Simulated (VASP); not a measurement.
# BiB (Pm-3m) in VASP: a series of runs, part 2 of 3

VASP 6.6.1. Earlier steps stand in the parts before.

## Step 3: Single point, PBE

This run uses another cell than the first one, of 19.14 Å³/atom, 0.997 times its volume.

INCAR reads:

```
SYSTEM = BiB
ALGO = Normal ; EDIFF = 1E-7
ENCUT = 520 ; GGA = PE
ISIF = 2 ; ISMEAR = -1
LASPH = .TRUE. ; LCHARG = .TRUE.
LELF = .TRUE. ; LREAL = .FALSE.
LVHAR = .TRUE. ; LWAVE = .FALSE.
NBANDS = 16 ; NELM = 80
PREC = Accurate ; SIGMA = 0.02
```

KPOINTS reads:

```
k-points
0
G
  8 8 8
  0 0 0
```

POSCAR reads:

```
BiB
1.0
    3.3701290668      0.0000000000      0.0000000000
    0.0000000000      3.3701290668      0.0000000000
    0.0000000000      0.0000000000      3.3701290668
B Bi
1 1
Direct
    0.0000000000      0.0000000000      0.0000000000
    0.5000000000      0.5000000000      0.5000000000
```

Potentials or basis: VASP PAW PBE potentials, release 64 (B, Bi_d).

The run is started by

```console
> cat potpaw_PBE.64/B/POTCAR potpaw_PBE.64/Bi_d/POTCAR > POTCAR
> mpirun -np 1 vasp_std > vasp.out
```

OUTCAR:

```text
SYSTEM = BiB
   EDIFF = 1E-7
   ENCUT = 520
   GGA = PE
   ISIF = 2
   ISMEAR = -1
   LASPH = .TRUE.
   LREAL = .FALSE.
   NELM = 80
   PREC = Accurate

 ion  position               nearest neighbor table
   1  0.000  0.000  0.000-   2 2.92   2 2.92   2 2.92   2 2.92   2 2.92   2 2.92   2 2.92   2 2.92

   2  0.500  0.500  0.500-   1 2.92   1 2.92   1 2.92   1 2.92   1 2.92   1 2.92   1 2.92   1 2.92

  LATTYP: Found a simple cubic cell.
 ALAT       =     3.3701290668

  Lattice vectors:

 A1 = (   3.3701290668,   0.0000000000,   0.0000000000)
 A2 = (   0.0000000000,   3.3701290668,   0.0000000000)
 A3 = (   0.0000000000,   0.0000000000,   3.3701290668)

Analysis of symmetry for initial positions (statically):
=====================================================================
 Subroutine PRICEL returns:
 Original cell was already a primitive cell.

 Routine SETGRP: Setting up the symmetry group for a
 simple cubic supercell.

 Subroutine GETGRP returns: Found 48 space group operations
 (whereof 48 operations were pure point group operations)
 out of a pool of 48 trial point group operations.

The static configuration has the point symmetry O_h .

Analysis of symmetry for dynamics (positions and initial velocities):
=====================================================================
 Subroutine PRICEL returns:
 Original cell was already a primitive cell.

 Routine SETGRP: Setting up the symmetry group for a
 simple cubic supercell.

 Subroutine GETGRP returns: Found 48 space group operations
 (whereof 48 operations were pure point group operations)
 out of a pool of 48 trial point group operations.

The dynamic configuration has the point symmetry O_h .

 Subroutine INISYM returns: Found 48 space group operations
 (whereof 48 operations are pure point group operations),
 and found     1 'primitive' translations

----------------------------------------------------------------------------------------

[... 106 lines left out ...]
   EFERMI =   0.00;   METHOD = LEGACY
   ISMEAR =    -1;   SIGMA  =   0.02  broadening in eV -4-tet -1-fermi 0-gaus
   EFERMI_NEDOS =   21; number of points for ismear=-14 and -15
   IALGO  =     38    algorithm
   IMIX   =      4    mixing-type and parameters
     AMIX     =   0.40;   BMIX     =  1.00
     AMIX_MAG =   1.60;   BMIX_MAG =  1.00
  volume/ion in A,a.u.               =      19.14       129.15
  Fermi-wavevector in a.u.,A,eV,Ry     =   1.273071  2.405754 22.051079  1.620709
  Thomas-Fermi vector in A             =   2.405914
   LORBIT       =      0    0 simple, 1 ext, 2 COOP (PROOUT), +10 PAW based schemes
   GGA     = PE    functional components
   LHFCALC =     F    Hartree Fock is set to
   AEXX    =    0.0000 exact exchange contribution
   IVDW    =     0    specifies the selected vdW correction
   LEPSILON=     F    determine dielectric tensor
   LRPA    =     F    only Hartree local field effects (RPA)
 non-spin polarized calculation
  energy-cutoff  :      520.00
  volume of cell :       38.28
 maximum number of plane-waves:      1064
 NGX is ok and might be reduce to    28
   NGX = 13   NGY = 13   NGZ = 13

 number of electron      18.0000004 magnetization

 Free energy of the ion-electron system (eV)
  ---------------------------------------------------
  ext. energy  EPLUGINS =         0.00000000
  ---------------------------------------------------
  free energy    TOTEN  =        -7.39276124 eV

  energy without entropy =       -7.39061258  energy(sigma->0) =       -7.39168691

 E-fermi :   7.8679     XC(G=0): -10.8339

 val. band max:        7.8334019961   @ k =   0.5000   0.2500   0.2500
 cond. band min:       7.8697422512   @ k =   0.5000   0.3750   0.2500
 fundamental gap:      0.0363402551
 Fermi energy:         7.8679029730

 k-point     1 :       0.0000    0.0000    0.0000
  band No.  band energies     occupation
      1     -15.3589      2.00000
      2     -15.3589      2.00000
      3     -15.1139      2.00000
      4     -15.1139      2.00000
      5     -15.1139      2.00000
      6      -6.1493      2.00000
[... 433 lines left out ...]
      3     -15.1828      2.00000
      4     -15.1720      2.00000
      5     -15.0635      2.00000
      6      -2.4493      2.00000
[... 8 lines left out ...]
     15      19.5551      0.00000
     16      20.3911      0.00000

 [... further k-points ...]
[... 5 lines left out ...]
  --------------------------------------------------------------------------------------
  -------------------------------------------------------------------------------------
  Total        0.0498198      0.0498198      0.0498198     -0.0000000      0.0000000      0.0000000
  in kB        2.0853233      2.0853233      2.0853233     -0.0000000      0.0000000      0.0000000
  external PRESSURE =       2.0853233 kB  Pullay stress =       0.0000000 kB

 VOLUME and BASIS-vectors are now :
 -----------------------------------------------------------------------------
  energy-cutoff  :      520.00
  volume of cell :       38.28
      direct lattice vectors                 reciprocal lattice vectors
     3.370129067  0.000000000  0.000000000     0.296724541  0.000000000  0.000000000
     0.000000000  3.370129067  0.000000000     0.000000000  0.296724541  0.000000000
     0.000000000  0.000000000  3.370129067     0.000000000  0.000000000  0.296724541

 POSITION                                       TOTAL-FORCE (eV/Angst)
 -----------------------------------------------------------------------------------
      0.00000      0.00000      0.00000         0.000000      0.000000      0.000000
      1.68506      1.68506      1.68506         0.000000      0.000000      0.000000
 -----------------------------------------------------------------------------------
    total drift:                                0.000000      0.000000      0.000000

  FREE ENERGIE OF THE ION-ELECTRON SYSTEM (eV)
  ---------------------------------------------------
  free  energy   TOTEN  =        -7.3927612377 eV

  energy  without entropy=       -7.3906125838  energy(sigma->0) =       -7.39168691
```

stdout:

```text
POSCAR found type information on POSCAR B Bi
 POSCAR found :  2 types and       2 ions
 scaLAPACK will be used
 LDA part: xc-table for (Slater+PW92), standard interpolation
 POSCAR, INCAR and KPOINTS ok, starting setup
 FFT: planning ... GRIDC
 FFT: planning ... GRID_SOFT
 FFT: planning ... GRID
 WAVECAR not read
 entering main loop
```

Wall time 16 s (1 thread of Intel Xeon Platinum 8375C at 2.90GHz (Ice Lake), shared host); peak memory 0.16 GiB.

What came out:

* Free energy: -7.3928 eV
* Pressure: 0.2 GPa
* Band gap on the k mesh: zero (band 9 reaches 9.83 eV, above the bottom of band 10 at 5.64 eV)

Levels at points of the mesh, in eV from the Fermi level:
| k point | band 7 | band 8 | band 9 | band 10 | band 11 | band 12 |
| --- | --- | --- | --- | --- | --- | --- |
| (0.00, 0.00, 0.00) | -2.67 | -0.71 | -0.71 | -0.71 | 5.68 | 5.68 |
| (0.50, 0.00, 0.00) | -8.44 | 1.78 | 1.96 | 1.96 | 2.22 | 3.32 |
| (0.50, 0.50, 0.00) | -5.29 | -5.28 | -5.28 | 2.36 | 5.24 | 5.24 |
| (0.50, 0.50, 0.50) | -4.10 | -2.22 | -2.22 | -2.22 | -1.18 | -1.18 |

Caveat: spin-orbit coupling is left out, which moves the levels of the heavy elements.

## Step 4: Single point, r2SCAN

This run uses another cell than the first one, of 19.14 Å³/atom, 0.997 times its volume.

POSCAR is that of step 3.

INCAR.step1 reads:

```
PREC     = Accurate       # precision mode
ENCUT    = 520            # plane-wave cutoff, eV
ISMEAR   = -1             # smearing method
SIGMA    = 0.02           # smearing width, eV
LREAL    = F              # projectors in reciprocal space
LASPH    = T              # aspherical terms in the spheres
NELM     = 100            # most SCF steps
NBANDS   = 16             # bands
GGA      = PE             # functional
ALGO     = Normal         # electronic algorithm
EDIFF    = 1E-4           # SCF threshold, eV
LWAVE    = T              # write WAVECAR
LCHARG   = F              # write CHGCAR
```

INCAR.step2 reads:

```
PREC     = Accurate       # precision mode
ENCUT    = 520            # plane-wave cutoff, eV
EDIFF    = 1E-7           # SCF threshold, eV
ISMEAR   = -1             # smearing method
SIGMA    = 0.02           # smearing width, eV
LREAL    = F              # projectors in reciprocal space
LASPH    = T              # aspherical terms in the spheres
NELM     = 100            # most SCF steps
ALGO     = Normal         # electronic algorithm
ISIF     = 2              # what is computed and relaxed
LWAVE    = F              # write WAVECAR
LCHARG   = F              # write CHGCAR
METAGGA  = R2SCAN         # meta-GGA
LMIXTAU  = T            
NBANDS   = 16             # bands
ISTART   = 1
```

KPOINTS reads:

```
regular mesh
0
Gamma
  8 8 8
```

Potentials or basis: VASP PAW PBE potentials, release 64 (B, Bi_d).

The run is started by

```console
> cat potpaw_PBE.64/B/POTCAR potpaw_PBE.64/Bi_d/POTCAR > POTCAR
> cp INCAR.step1 INCAR
> mpirun -np 1 vasp_std > vasp.out
> cp INCAR.step2 INCAR
> mpirun -np 1 vasp_std > vasp.out
```

OUTCAR:

```text
PREC = Accurate
   ENCUT = 520
   EDIFF = 1E-7
   ISMEAR = -1
   LREAL = F
   LASPH = T
   NELM = 100
   ISIF = 2
   METAGGA = R2SCAN
   ISTART = 1

 ion  position               nearest neighbor table
   1  0.000  0.000  0.000-   2 2.92   2 2.92   2 2.92   2 2.92   2 2.92   2 2.92   2 2.92   2 2.92

   2  0.500  0.500  0.500-   1 2.92   1 2.92   1 2.92   1 2.92   1 2.92   1 2.92   1 2.92   1 2.92

  LATTYP: Found a simple cubic cell.
 ALAT       =     3.3701290668

  Lattice vectors:

 A1 = (   3.3701290668,   0.0000000000,   0.0000000000)
[... 626 lines left out ...]
      4     -15.9223      2.00000
      5     -15.8046      2.00000
      6      -2.8508      2.00000
[... 8 lines left out ...]
     15      20.2173      0.00000
     16      21.1596      0.00000

 [... further k-points ...]
[... 5 lines left out ...]
  --------------------------------------------------------------------------------------
  -------------------------------------------------------------------------------------
  Total        0.0203219      0.0203219      0.0203219      0.0000000      0.0000000     -0.0000000
  in kB        0.8506205      0.8506205      0.8506205      0.0000000      0.0000000     -0.0000000
  external PRESSURE =       0.8506205 kB  Pullay stress =       0.0000000 kB

 VOLUME and BASIS-vectors are now :
 -----------------------------------------------------------------------------
  energy-cutoff  :      520.00
  volume of cell :       38.28
      direct lattice vectors                 reciprocal lattice vectors
     3.370129067  0.000000000  0.000000000     0.296724541  0.000000000  0.000000000
     0.000000000  3.370129067  0.000000000     0.000000000  0.296724541  0.000000000
     0.000000000  0.000000000  3.370129067     0.000000000  0.000000000  0.296724541

 POSITION                                       TOTAL-FORCE (eV/Angst)
 -----------------------------------------------------------------------------------
      0.00000      0.00000      0.00000         0.000000      0.000000      0.000000
      1.68506      1.68506      1.68506         0.000000      0.000000      0.000000
 -----------------------------------------------------------------------------------
    total drift:                                0.000000      0.000000      0.000000

  FREE ENERGIE OF THE ION-ELECTRON SYSTEM (eV)
  ---------------------------------------------------
  free  energy   TOTEN  =       -62.3909744172 eV

  energy  without entropy=      -62.3887559904  energy(sigma->0) =      -62.38986520
```

OUTCAR.step1:

```text
PREC = Accurate
   ENCUT = 520
   ISMEAR = -1
   LREAL = F
   LASPH = T
   NELM = 100
[... 676 lines left out ...]
 -----------------------------------------------------------------------------------
      0.00000      0.00000      0.00000         0.000000      0.000000      0.000000
      1.68506      1.68506      1.68506         0.000000      0.000000      0.000000
 -----------------------------------------------------------------------------------
    total drift:                                0.000000      0.000000      0.000000

  FREE ENERGIE OF THE ION-ELECTRON SYSTEM (eV)
  ---------------------------------------------------
  free  energy   TOTEN  =        -7.3927607302 eV

  energy  without entropy=       -7.3906144544  energy(sigma->0) =       -7.39168759
```

Wall time 56 s (1 thread of Intel Xeon Platinum 8375C at 2.90GHz (Ice Lake), shared host); peak memory 0.17 GiB.

What came out:

```yaml
Free_energy: -62.3910 eV
Pressure: 0.1 GPa
Band_gap_on_the_k_mesh: zero (band 9 reaches 9.95 eV, above the bottom of band 10 at 5.54 eV)
```

Caveat: the PAW data sets were made with another functional, which shifts forces and pressure a little; spin-orbit coupling is left out, which moves the levels of the heavy elements.

(Continued in part 3 of 3.)
